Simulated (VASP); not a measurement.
Here is a VASP 6.6.1 calculation.

Contents of INCAR:

```
PREC = Accurate
ENCUT = 520
EDIFF = 1E-6
ISMEAR = 1
SIGMA = 0.3
LREAL = False
LASPH = True
NELM = 60
ALGO = Normal
ISIF = 2
LWAVE = False
LCHARG = False
GGA = CA
NBANDS = 32
```

Contents of KPOINTS:

```
Automatic mesh
0
Gamma
  6 6 6
  0.5 0.5 0.5
```

Contents of POSCAR:

```
NbZn3
1.0
    3.9340000000      0.0000000000      0.0000000000
    0.0000000000      3.9340000000      0.0000000000
    0.0000000000      0.0000000000      3.9340000000
Nb Zn
1 3
Direct
    0.0000000000      0.0000000000      0.0000000000
    0.0000000000      0.5000000000      0.5000000000
    0.5000000000      0.0000000000      0.5000000000
    0.5000000000      0.5000000000      0.0000000000
```

Potentials or basis: VASP PAW LDA potentials, release 64 (Nb_sv, Zn).

The run is started by

```console
$ cat potpaw_LDA.64/Nb_sv/POTCAR potpaw_LDA.64/Zn/POTCAR > POTCAR
$ mpirun -np 1 vasp_std > vasp.out
```

(1) Predict the pressure.

Results:

(1) -9.2 GPa.
